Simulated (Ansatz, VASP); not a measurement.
## One calculation of Hg, two programs

The input INCAR:

```
SYSTEM = Hg
PREC = Accurate
ENCUT = 520
EDIFF = 1E-7
ISMEAR = -1
SIGMA = 0.1
LREAL = .False.
LASPH = .True.
NELM = 60
ALGO = Normal
ISIF = 2
LWAVE = .False.
LCHARG = .False.
NBANDS = 32
```

The input KPOINTS:

```
Automatic mesh
0
Gamma
  5 2 5
  0 0 0
```

Contents of POSCAR:

```
Hg
1.0
   -3.0727780000      0.0000000000      2.0245620000
    0.0000000000     -8.2786070000      0.0000000000
    3.0727780000      0.0000000000      2.0245620000
Hg
4
Direct
    0.1493000000      0.8844000000      0.1493000000
    0.6493000000      0.6156000000      0.6493000000
    0.8507000000      0.1156000000      0.8507000000
    0.3507000000      0.3844000000      0.3507000000
```

Input for Ansatz:

```yaml
crystal:
  lattice:
    - [-3.072778, 0.0, 2.024562]
    - [0.0, -8.278607, 0.0]
    - [3.072778, 0.0, 2.024562]
  atoms:
    - { symbol: Hg, position: [0.1493, 0.8844, 0.1493] }
    - { symbol: Hg, position: [0.6493, 0.6156, 0.6493] }
    - { symbol: Hg, position: [0.8507, 0.1156, 0.8507] }
    - { symbol: Hg, position: [0.3507, 0.3844, 0.3507] }
  symmetry: { tolerance: 0.0003 }
kpoints:
  mp_grid: { grid: [5, 2, 5], shift: [0, 0, 0] }
magnetization:
  spin_polarized: false
scf:
  occupations: { method: fermi_dirac }
hamiltonian:
  pseudopotentials: { kind: paw }
  xc: lda
basis:
  ecutwfc: 420
output:
  forces: true
  stress: true
  eigenvalues: true
```

Alike in both runs: task single point; functional LDA; k mesh 5 × 2 × 5; no spin polarisation.

```csv
,VASP,Ansatz
version,VASP 6.6.1,Ansatz 0.2.0
potentials or method,"VASP PAW LDA potentials, release 64 (Hg), cutoff 520 eV",PAW plane waves
occupations,"fermi-dirac, width 0.1 eV",fermi-dirac
valence electrons in the cell,48,80
```

VASP gave:

```
gap on the k mesh at the Fermi level (eV)                     : none
pressure (GPa)                                                : 14.0
traceless stress, the component that is largest in VASP (GPa) : 21.59
rms of the force components (eV/Å)                            : 4.630
```

Task: Which values does Ansatz return?

Result: gap on the k mesh at the Fermi level (eV): none; pressure (GPa): 12.3; traceless stress, the component that is largest in VASP (GPa): 19.76; rms of the force components (eV/Å): 4.264.

LDA's correlation is that of Perdew and Zunger in VASP and of Perdew and Wang (1992) in Ansatz. Atom by atom the forces differ by 0.367 eV/Å (rms over components). A gap of «none» marks a metal or a gap that the smearing closes. VASP's potentials hold 48 valence electrons a cell and Ansatz's 80, so a difference there can come from the potentials and not from the codes.

The k mesh is coarse, so the values compare programs but aren't converged. Spin-orbit coupling is off throughout.
